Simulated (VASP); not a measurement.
Wanted: the native input for a VASP 6.6.1 run.

* Task: single point
* Functional: r2SCAN
* Potentials or basis: VASP PAW PBE potentials, release 64 (Ga_d, Sb)
* Cutoff: 550 eV
* k mesh: 3 × 3 × 3
* Occupations: fermi-dirac, width 0.05 eV
* Spin: no spin polarisation
* Dipole correction: no
* Further INCAR settings: ALGO = Normal; EDIFF = 1e-06; NBANDS = 16

The system is GaSb.

```
CELL_PARAMETERS angstrom
-2.75343 2.75343 1.59071
2.75343 -2.75343 1.59071
2.75343 2.75343 -1.59071
ATOMIC_POSITIONS crystal
Ga 0.25000 0.75000 0.50000
Sb 0.00000 0.00000 0.00000
```

The input as run:

POSCAR

```
GaSb
1.0
   -2.7534340000      2.7534340000      1.5907070000
    2.7534340000     -2.7534340000      1.5907070000
    2.7534340000      2.7534340000     -1.5907070000
Ga Sb
1 1
Direct
    0.2500000000      0.7500000000      0.5000000000
    0.0000000000      0.0000000000      0.0000000000
```

INCAR.step1

```
ALGO     = Normal         # electronic algorithm
EDIFF    = 1E-5           # SCF threshold, eV
ENCUT    = 550            # plane-wave cutoff, eV
GGA      = PE             # functional
GGA_COMPAT= F            
ISMEAR   = -1             # smearing method
LASPH    = T              # aspherical terms in the spheres
LCHARG   = F              # write CHGCAR
LREAL    = F              # projectors in reciprocal space
LWAVE    = T              # write WAVECAR
NBANDS   = 16             # bands
NELM     = 120            # most SCF steps
PREC     = Accurate       # precision mode
SIGMA    = 0.05           # smearing width, eV
```

INCAR.step2

```
ALGO     = Normal         # electronic algorithm
EDIFF    = 1E-6           # SCF threshold, eV
ENCUT    = 550            # plane-wave cutoff, eV
GGA_COMPAT= F            
ISIF     = 2              # what is computed and relaxed
ISMEAR   = -1             # smearing method
ISTART   = 1            
LASPH    = T              # aspherical terms in the spheres
LCHARG   = T              # write CHGCAR
LELF     = T              # ELF
LMIXTAU  = T            
LREAL    = F              # projectors in reciprocal space
LVHAR    = T            
LWAVE    = F              # write WAVECAR
METAGGA  = R2SCAN         # meta-GGA
NBANDS   = 16             # bands
NELM     = 120            # most SCF steps
PREC     = Accurate       # precision mode
SIGMA    = 0.05           # smearing width, eV
```

KPOINTS

```
k-points
0
Gamma
  3 3 3
```

Potentials or basis: VASP PAW PBE potentials, release 64 (Ga_d, Sb).

The run is started by

```sh
$ cat potpaw_PBE.64/Ga_d/POTCAR potpaw_PBE.64/Sb/POTCAR > POTCAR
$ cp INCAR.step1 INCAR
$ mpirun -np 1 vasp_std > vasp.out
$ cp INCAR.step2 INCAR
$ mpirun -np 1 vasp_std > vasp.out
```

Results of the run:

```json
{
  "Pressure": "-1.7 GPa",
  "Band gap on the k mesh": "zero (band 9 reaches 7.51 eV, above the bottom of band 10 at 3.38 eV)"
}
```

Caveat: the k points lie up to 0.76 Å⁻¹ apart; the PAW data sets were made with another functional, which shifts forces and pressure a little; spin-orbit coupling is left out, which moves the levels of the heavy elements.

Wall time 25 s on 1 thread of Intel(R) Xeon(R) Platinum 8375C CPU @ 2.90GHz (Ice Lake) (shared host), peak memory 0.18 GiB.
